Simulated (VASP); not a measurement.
# CdI2 (P-3m1) in VASP: a series of runs

Runs on CdI2. Level: PBE+D3(BJ). Tasks: single point.

Program: VASP 6.6.1. These are calculated values, not measurements. Logs are shortened: lines on timing, memory, paths and dates and some standing lists are left out, and cuts for length are marked.

## 1. The cell of the first run

It takes space group P-3m1 (No. 164, trigonal). Conventional cell: a = 4.244 Å, b = 4.244 Å, c = 6.859 Å, α = 90.00°, β = 90.00°, γ = 120.00°. Within 3.9 Å of Cd (site symmetry -3m) lie 6 I at 2.99 Å. Within 3.9 Å of I (site symmetry 3m) lie 3 Cd at 2.99 Å.

## 2. Single point, PBE+D3(BJ)

Contents of INCAR:

```
SYSTEM = CdI2
PREC = Accurate
ENCUT = 500
EDIFF = 1E-6
ISMEAR = 0
SIGMA = 0.05
LREAL = .False.
LASPH = .True.
NELM = 120
ALGO = Normal
ISIF = 2
LWAVE = .False.
LCHARG = .True.
GGA = PE
IVDW = 12
LELF = .True.
LVHAR = .True.
NBANDS = 20
GGA_COMPAT = .False.
```

Contents of KPOINTS:

```
Automatic mesh
0
Gamma
  9 9 4
  0 0 0
```

Contents of POSCAR:

```
CdI2
1.0
    4.2439992147      0.0000000000      0.0000000000
   -2.1219996073      3.6754111336      0.0000000000
    0.0000000000      0.0000000000      6.8590000000
Cd I
1 2
Direct
    0.0000000000      0.0000000000      0.0000000000
    0.3333333333      0.6666666667      0.2492000000
    0.6666666667      0.3333333333      0.7508000000
```

Potentials or basis: VASP PAW PBE potentials, release 64 (Cd, I).

Command:

```console
$ cat potpaw_PBE.64/Cd/POTCAR potpaw_PBE.64/I/POTCAR > POTCAR
$ mpirun -np 1 vasp_std > vasp.out
```

OUTCAR:

```text
SYSTEM = CdI2
   PREC = Accurate
   ENCUT = 500
   EDIFF = 1E-6
   ISMEAR = 0
   LREAL = .False.
   LASPH = .True.
   NELM = 120
   ISIF = 2
   GGA = PE
   IVDW = 12
 IVDW          = 12

 ion  position               nearest neighbor table
   1  0.000  0.000  0.000-   2 2.99   3 2.99   2 2.99   3 2.99   3 2.99   2 2.99
   2  0.333  0.667  0.249-   1 2.99   1 2.99   1 2.99
   3  0.667  0.333  0.751-   1 2.99   1 2.99   1 2.99

  LATTYP: Found a hexagonal cell.
 ALAT       =     4.2439992147
 C/A-ratio  =     1.6161642953

  Lattice vectors:

 A1 = (   4.2439992147,   0.0000000000,   0.0000000000)
 A2 = (  -2.1219996073,   3.6754111336,   0.0000000000)
 A3 = (   0.0000000000,   0.0000000000,   6.8590000000)

Analysis of symmetry for initial positions (statically):
=====================================================================
 Subroutine PRICEL returns:
 Original cell was already a primitive cell.

 Routine SETGRP: Setting up the symmetry group for a
 hexagonal supercell.

 Subroutine GETGRP returns: Found 12 space group operations
 (whereof 12 operations were pure point group operations)
 out of a pool of 24 trial point group operations.

The static configuration has the point symmetry D_3d.

Analysis of symmetry for dynamics (positions and initial velocities):
=====================================================================
 Subroutine PRICEL returns:
 Original cell was already a primitive cell.

 Routine SETGRP: Setting up the symmetry group for a
 hexagonal supercell.

 Subroutine GETGRP returns: Found 12 space group operations
 (whereof 12 operations were pure point group operations)
 out of a pool of 24 trial point group operations.

The dynamic configuration has the point symmetry D_3d.

 Subroutine INISYM returns: Found 12 space group operations
 (whereof 12 operations are pure point group operations),
 and found     1 'primitive' translations

----------------------------------------------------------------------------------------

                                     Primitive cell

  volume of cell :     106.9897

  direct lattice vectors                    reciprocal lattice vectors
     4.243999215  0.000000000  0.000000000     0.235626811  0.136039203  0.000000000
    -2.121999607  3.675411134  0.000000000     0.000000000  0.272078405  0.000000000
     0.000000000  0.000000000  6.859000000     0.000000000  0.000000000  0.145793847

  length of vectors
     4.243999215  4.243999215  6.859000000     0.272078405  0.272078405  0.145793847

  position of ions in fractional coordinates (direct lattice)
     0.000000000  0.000000000  0.000000000
     0.333333333  0.666666667  0.249200000
     0.666666667  0.333333333  0.750800000

  ion indices of the primitive-cell ions
   primitive index   ion index
                 1           1
                 2           2
                 3           3

----------------------------------------------------------------------------------------

 KPOINTS: Automatic mesh

Automatic generation of k-mesh.
 Grid dimensions read from file:
 generate k-points for:    9    9    4

 Generating k-lattice:

  Cartesian coordinates                     Fractional coordinates (reciprocal lattice)
     0.026180757  0.015115467  0.000000000     0.111111111  0.000000000  0.000000000
     0.000000000  0.030230934  0.000000000     0.000000000  0.111111111  0.000000000
     0.000000000  0.000000000  0.036448462     0.000000000  0.000000000  0.250000000

  Length of vectors
     0.030230934  0.030230934  0.036448462

  Shift w.r.t. Gamma in fractional coordinates (k-lattice)
     0.000000000  0.000000000  0.000000000

 Subroutine IBZKPT returns following result:
 ===========================================

 Found     43 irreducible k-points:

 Following reciprocal coordinates:
            Coordinates               Weight
  0.000000  0.000000  0.000000      1.000000
  0.111111  0.000000  0.000000      6.000000
  0.222222  0.000000  0.000000      6.000000
  0.333333  0.000000  0.000000      6.000000
  0.444444  0.000000  0.000000      6.000000
  0.111111  0.111111  0.000000      6.000000
[... 16 lines left out ...]
  0.222222  0.111111  0.250000     12.000000
 -0.111111  0.333333  0.250000     12.000000
 [... further k-points ...]
   k-points           NKPTS =     43   k-points in BZ     NKDIM =     43   number of bands    NBANDS=     20
   number of dos      NEDOS =    301   number of ions     NIONS =      3
   total plane-waves  NPLWV =  51200
   dimension x,y,z NGX =    32 NGY =   32 NGZ =   50
   dimension x,y,z NGXF=    64 NGYF=   64 NGZF=  100
   ions per type =               1   2
   NGX,Y,Z   is equivalent  to a cutoff of  12.54, 12.54, 12.12 a.u.
   NGXF,Y,Z  is equivalent  to a cutoff of  25.07, 25.07, 24.24 a.u.
 SYSTEM =  CdI2
   PREC   = accura    normal or accurate (medium, high low for compatibility)
   ISTART =      0    job   : 0-new  1-cont  2-samecut
   ICHARG =      2    charge: 1-file 2-atom 10-const
   ISPIN  =      1    spin polarized calculation?
   LNONCOLLINEAR =      F non collinear calculations
   LSORBIT =      F    spin-orbit coupling
   LASPH  =      T    aspherical Exc in radial PAW
   ENCUT  =  500.0 eV  36.75 Ry    6.06 a.u.   7.74  7.74 12.51*2*pi/ulx,y,z
   NELM   =    120;   NELMIN=  2; NELMDL= -5     # of ELM steps
   EDIFF  = 0.1E-05   stopping-criterion for ELM
   LREAL  =      F    real-space projection
   EDIFFG = 0.1E-04   stopping-criterion for IOM
   NSW    =      0    number of steps for IOM
   IBRION =     -1    ionic relax: 0-MD 1-quasi-New 2-CG
   NFREE  =      0    steps in history (QN), initial steepest desc. (CG)
   ISIF   =      2    stress and relaxation
   ISYM   =      2    0-nonsym 1-usesym 2-fastsym
   POTIM  = 0.5000    time-step for ionic-motion
   TEBEG  =    0.0;   TEEND  =   0.0 temperature during run
   PSTRESS=    0.0 pullay stress
   NELECT =      26.0000    total number of electrons
   NUPDOWN=      -1.0000    fix difference up-down
   EMIN   =  10.00;   EMAX   =-10.00  energy-range for DOS
   EFERMI =   0.00;   METHOD = LEGACY
   ISMEAR =     0;   SIGMA  =   0.05  broadening in eV -4-tet -1-fermi 0-gaus
   EFERMI_NEDOS =   21; number of points for ismear=-14 and -15
   IALGO  =     38    algorithm
   IMIX   =      4    mixing-type and parameters
     AMIX     =   0.40;   BMIX     =  1.00
     AMIX_MAG =   1.60;   BMIX_MAG =  1.00
  volume/ion in A,a.u.               =      35.66       240.67
  Fermi-wavevector in a.u.,A,eV,Ry     =   1.021610  1.930564 14.200233  1.043688
  Thomas-Fermi vector in A             =   2.155244
   LORBIT       =      0    0 simple, 1 ext, 2 COOP (PROOUT), +10 PAW based schemes
   GGA     = PE    functional components
   LHFCALC =     F    Hartree Fock is set to
   AEXX    =    0.0000 exact exchange contribution
   IVDW    =    12    specifies the selected vdW correction
   LEPSILON=     F    determine dielectric tensor
   LRPA    =     F    only Hartree local field effects (RPA)
 non-spin polarized calculation
 Gauss-broadening in eV      SIGMA  =   0.05
  energy-cutoff  :      500.00
  volume of cell :      106.99
 maximum number of plane-waves:      2738
 NGX is ok and might be reduce to    32
   NGX = 15   NGY = 15   NGZ = 25

 number of electron      25.9999995 magnetization

 Free energy of the ion-electron system (eV)
  ---------------------------------------------------
  ext. energy  EPLUGINS =         0.00000000
  ---------------------------------------------------
  free energy    TOTEN  =        -5.48607585 eV

  energy without entropy =       -5.48607585  energy(sigma->0) =       -5.48607585

 E-fermi :   2.2601     XC(G=0):  -8.5706

 val. band max:        2.0313731099   @ k =   0.1111   0.0000   0.2500
 cond. band min:       4.4294824423   @ k =   0.0000   0.4444   0.2500
 fundamental gap:      2.3981093324
 Fermi energy:         2.2601097312

 k-point     1 :       0.0000    0.0000    0.0000
  band No.  band energies     occupation
      1     -10.1049      2.00000
      2      -9.3920      2.00000
      3      -5.5729      2.00000
      4      -5.5729      2.00000
      5      -5.4551      2.00000
      6      -5.3716      2.00000
[... 12 lines left out ...]
     19      11.1207      0.00000
     20      11.1813      0.00000

 k-point     2 :       0.1111    0.0000    0.0000
  band No.  band energies     occupation
      1     -10.0436      2.00000
      2      -9.3835      2.00000
      3      -5.5633      2.00000
      4      -5.5424      2.00000
      5      -5.4421      2.00000
      6      -5.3747      2.00000
[... 12 lines left out ...]
     19      10.6104      0.00000
     20      10.9545      0.00000

 k-point     3 :       0.2222    0.0000    0.0000
  band No.  band energies     occupation
      1      -9.8778      2.00000
      2      -9.3646      2.00000
      3      -5.5447      2.00000
      4      -5.4763      2.00000
      5      -5.4030      2.00000
      6      -5.3738      2.00000
[... 12 lines left out ...]
     19       9.9990      0.00000
     20      11.1166      0.00000

 k-point     4 :       0.3333    0.0000    0.0000
  band No.  band energies     occupation
      1      -9.6623      2.00000
      2      -9.3532      2.00000
      3      -5.5345      2.00000
      4      -5.4554      2.00000
      5      -5.3750      2.00000
      6      -5.3352      2.00000
[... 12 lines left out ...]
     19      10.5522      0.00000
     20      11.1843      0.00000

 k-point     5 :       0.4444    0.0000    0.0000
  band No.  band energies     occupation
      1      -9.4777      2.00000
      2      -9.3776      2.00000
      3      -5.5336      2.00000
      4      -5.4634      2.00000
      5      -5.3645      2.00000
      6      -5.3122      2.00000
[... 12 lines left out ...]
     19      11.0986      0.00000
     20      11.6580      0.00000

 k-point     6 :       0.1111    0.1111    0.0000
  band No.  band energies     occupation
      1      -9.9299      2.00000
      2      -9.3697      2.00000
      3      -5.5493      2.00000
      4      -5.4895      2.00000
      5      -5.4208      2.00000
      6      -5.3753      2.00000
[... 12 lines left out ...]
     19       9.8637      0.00000
     20      11.1320      0.00000

 k-point     7 :       0.2222    0.1111    0.0000
  band No.  band energies     occupation
      1      -9.7389      2.00000
      2      -9.3530      2.00000
      3      -5.5320      2.00000
      4      -5.4430      2.00000
      5      -5.3879      2.00000
      6      -5.3497      2.00000
[... 12 lines left out ...]
     19       9.6694      0.00000
     20      11.3861      0.00000
[... 277 lines left out ...]
 k-point    20 :       0.4444    0.0000    0.2500
  band No.  band energies     occupation
      1      -9.4290      2.00000
      2      -9.4250      2.00000
      3      -5.5343      2.00000
      4      -5.4649      2.00000
      5      -5.3602      2.00000
      6      -5.3123      2.00000
[... 12 lines left out ...]
     19      11.0851      0.00000
     20      12.3133      0.00000

 k-point    21 :       0.0000    0.4444    0.2500
  band No.  band energies     occupation
      1      -9.4979      2.00000
      2      -9.3520      2.00000
      3      -5.5346      2.00000
      4      -5.4663      2.00000
      5      -5.3628      2.00000
      6      -5.3122      2.00000
[... 12 lines left out ...]
     19      10.6431      0.00000
     20      12.1127      0.00000

 k-point    22 :       0.1111    0.1111    0.2500
  band No.  band energies     occupation
      1      -9.8697      2.00000
      2      -9.4446      2.00000
      3      -5.5488      2.00000
      4      -5.4989      2.00000
      5      -5.4174      2.00000
      6      -5.3768      2.00000
[... 12 lines left out ...]
     19      10.3172      0.00000
     20      10.5837      0.00000

 k-point    23 :       0.2222    0.1111    0.2500
  band No.  band energies     occupation
      1      -9.6842      2.00000
      2      -9.4152      2.00000
      3      -5.5307      2.00000
      4      -5.4447      2.00000
      5      -5.3875      2.00000
      6      -5.3511      2.00000
[... 12 lines left out ...]
     19      10.1903      0.00000
     20      11.0536      0.00000

 k-point    24 :      -0.1111    0.3333    0.2500
  band No.  band energies     occupation
      1      -9.6986      2.00000
      2      -9.3971      2.00000
      3      -5.5307      2.00000
      4      -5.4518      2.00000
      5      -5.3861      2.00000
      6      -5.3581      2.00000
[... 12 lines left out ...]
     19       9.7422      0.00000
     20      10.9285      0.00000

 [... further k-points ...]

------------------------ aborting loop because EDIFF is reached ----------------------------------------

 Edisp (eV)   -0.99771

 E8    (eV) :    -0.4472

  FORCE on cell =-STRESS in cart. coord.  units (eV):
  Direction    XX          YY          ZZ          XY          YZ          ZX
  --------------------------------------------------------------------------------------
  -------------------------------------------------------------------------------------
  Total       0.24127     0.24127     0.33167     0.00000     0.00000    -0.00000
  in kB       3.61301     3.61301     4.96677     0.00000     0.00000    -0.00000
  external pressure =        4.06 kB  Pullay stress =        0.00 kB

 VOLUME and BASIS-vectors are now :
 -----------------------------------------------------------------------------
  energy-cutoff  :      500.00
  volume of cell :      106.99
      direct lattice vectors                 reciprocal lattice vectors
     4.243999215  0.000000000  0.000000000     0.235626811  0.136039203  0.000000000
    -2.121999607  3.675411134  0.000000000     0.000000000  0.272078405  0.000000000
     0.000000000  0.000000000  6.859000000     0.000000000  0.000000000  0.145793847

 POSITION                                       TOTAL-FORCE (eV/Angst)
 -----------------------------------------------------------------------------------
      0.00000      0.00000      0.00000         0.000000      0.000000     -0.000000
     -0.00000      2.45027      1.70926         0.000000      0.000000      0.143898
      2.12200      1.22514      5.14974        -0.000000     -0.000000     -0.143898
 -----------------------------------------------------------------------------------
    total drift:                                0.000000     -0.000000      0.000000

  FREE ENERGIE OF THE ION-ELECTRON SYSTEM (eV)
  ---------------------------------------------------
  free  energy   TOTEN  =        -6.4837824657 eV

  energy  without entropy=       -6.4837824657  energy(sigma->0) =       -6.48378247
```

It took 2 min on 1 thread of Intel Xeon 8259CL, shared host; peak memory 0.28 GiB.

Results:

```
Free energy                : -6.4838 eV
Pressure                   : 0.4 GPa
Largest force              : 0.144 eV/Å
Band gap on the k mesh     : 2.40 eV (least direct gap 2.61 eV)
Dispersion energy per atom : -0.333 eV
```

Forces in eV/Å, atoms in the order of the input:
```
Cd   0.000  0.000  0.000
I    0.000  0.000  0.144
I    0.000  0.000 -0.144
```

Caveat: spin-orbit coupling is left out, which moves the levels of the heavy elements; an odd mesh through Γ misses points on the zone boundary, where band edges can lie.

## 3. Single point, PBE+D3(BJ)

Contents of INCAR:

```
PREC = Accurate ; ENCUT = 500
EDIFF = 1E-6 ; ISMEAR = 0
SIGMA = 0.05 ; LREAL = False
LASPH = True ; NELM = 120
ALGO = Normal ; ISIF = 2
LWAVE = False ; LCHARG = False
GGA = PE ; IVDW = 12
NBANDS = 20 ; GGA_COMPAT = False
```

Contents of KPOINTS:

```
Automatic mesh
0
Gamma
  9 9 6
```

POSCAR is that of step 2.

Potentials or basis: VASP PAW PBE potentials, release 64 (Cd, I).

Command:

```console
$ cat potpaw_PBE.64/Cd/POTCAR potpaw_PBE.64/I/POTCAR > POTCAR
$ mpirun -np 1 vasp_std > vasp.out
```

Run time: 2.3 min. Hardware: 1 thread of Intel Xeon 8259CL, shared host; peak memory 0.3 GiB.

Results (log left out):

* Free energy: -6.4838 eV
* Pressure: 0.4 GPa
* Largest force: 0.144 eV/Å
* Band gap on the k mesh: 2.35 eV (least direct gap 2.61 eV)
* Dispersion energy per atom: -0.333 eV

Forces in eV/Å, atoms in the order of the input:
```
Cd   0.000  0.000  0.000
I    0.000  0.000  0.144
I    0.000  0.000 -0.144
```

Stress tensor (GPa, compression positive):
```
0.36 0.00 0.00
0.00 0.36 0.00
0.00 0.00 0.50
```

Levels at points of the mesh, in eV from the valence-band top:
| k point | band 11 | band 12 | band 13 | band 14 | band 15 | band 16 |
| --- | --- | --- | --- | --- | --- | --- |
| (0.00, 0.00, 0.00) | -0.16 | -0.16 | -0.13 | 2.48 | 4.45 | 6.32 |
| (0.00, 0.00, 0.50) | -0.44 | -0.02 | -0.02 | 3.60 | 4.50 | 6.12 |

Caveat: spin-orbit coupling is left out, which moves the levels of the heavy elements; an odd mesh through Γ misses points on the zone boundary, where band edges can lie.
